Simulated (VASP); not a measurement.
Input of a VASP 6.6.1 run:

Contents of INCAR:

```
SYSTEM = RuI2N6
PREC = Accurate
ENCUT = 520
EDIFF = 1E-7
ISMEAR = -1
SIGMA = 0.15
LREAL = .False.
LASPH = .True.
NELM = 80
ALGO = Normal
ISIF = 2
LWAVE = .False.
LCHARG = .False.
GGA = PE
NBANDS = 39
```

The input KPOINTS:

```
regular mesh
0
Gamma
  5 5 5
  0 0 0
```

File POSCAR:

```
RuI2N6
1.0
    0.0000000000      3.8752410000      3.8752410000
    3.8752410000      0.0000000000      3.8752410000
    3.8752410000      3.8752410000      0.0000000000
Ru I N
1 2 6
Direct
    0.0000000000      0.0000000000      0.0000000000
    0.7500000000      0.7500000000      0.7500000000
    0.2500000000      0.2500000000      0.2500000000
    0.7476920000      0.7476920000      0.2523080000
    0.2523080000      0.7476920000      0.2523080000
    0.7476920000      0.2523080000      0.2523080000
    0.2523080000      0.2523080000      0.7476920000
    0.7476920000      0.2523080000      0.7476920000
    0.2523080000      0.7476920000      0.7476920000
```

Potentials or basis: VASP PAW PBE potentials, release 64 (Ru_pv, I, N).

The run is started by

```sh
$ cat potpaw_PBE.64/Ru_pv/POTCAR potpaw_PBE.64/I/POTCAR potpaw_PBE.64/N/POTCAR > POTCAR
$ mpirun -np 1 vasp_std > vasp.out
```

Predict the largest force.

0.241 eV/Å.

What does it give for the pressure?

0.2 GPa.

Estimate the band gap on the k mesh.

zero (band 29 reaches 6.81 eV, above the bottom of band 30 at 6.73 eV).

Forces on the atoms (eV/Å):
```
Ru   0.000  0.000  0.000
I    0.000  0.000  0.000
I    0.000  0.000  0.000
N    0.000  0.000  0.241
N    0.000 -0.241  0.000
N   -0.241  0.000  0.000
N    0.000  0.000 -0.241
N    0.000  0.241  0.000
N    0.241  0.000  0.000
```

Caveat: spin-orbit coupling is left out, which moves the levels of the heavy elements.
